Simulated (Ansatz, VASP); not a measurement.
# One calculation of TiO2, two programs

```xyz
6
Lattice="4.5998 -0.0920 0.0000 -0.0920 4.5998 0.0000 0.0000 0.0000 2.9592" Properties=species:S:1:pos:R:3 pbc="T T T"
Ti    0.0000    0.0000    1.4796
Ti    2.2539    2.2539    0.0000
O     1.3718    1.3718    1.4796
O     0.8261    3.6817    0.0000
O     3.6817    0.8261    0.0000
O     3.1360    3.1360    1.4796
```

Alike in both runs: functional PBE; k mesh 5 × 5 × 8; occupations fermi-dirac, width 0.05 eV; no spin polarisation.

```csv
,VASP,Ansatz
version,VASP 6.6.1,Ansatz 0.2.0
potentials or method,"VASP PAW PBE potentials, release 64 (Ti_sv, O)",Ansatz PAW
plane-wave cutoff (eV),520,420
valence electrons in the cell,48,48
task,single point,band structure
```

Ansatz gave:

- gap on the k mesh at the Fermi level (eV): 1.87
- least direct gap on the mesh (eV): 1.87
- pressure (GPa): 4.7
- traceless stress, the component that is largest in VASP (GPa): 9.14
- rms of the force components (eV/Å): 0.041

**Question.** Which values does VASP return?

**Answer.** gap on the k mesh at the Fermi level (eV): 1.84; least direct gap on the mesh (eV): 1.84; pressure (GPa): 5.4; traceless stress, the component that is largest in VASP (GPa): 9.22; rms of the force components (eV/Å): 0.040.

Atom by atom the forces differ by 0.012 eV/Å (rms over components).
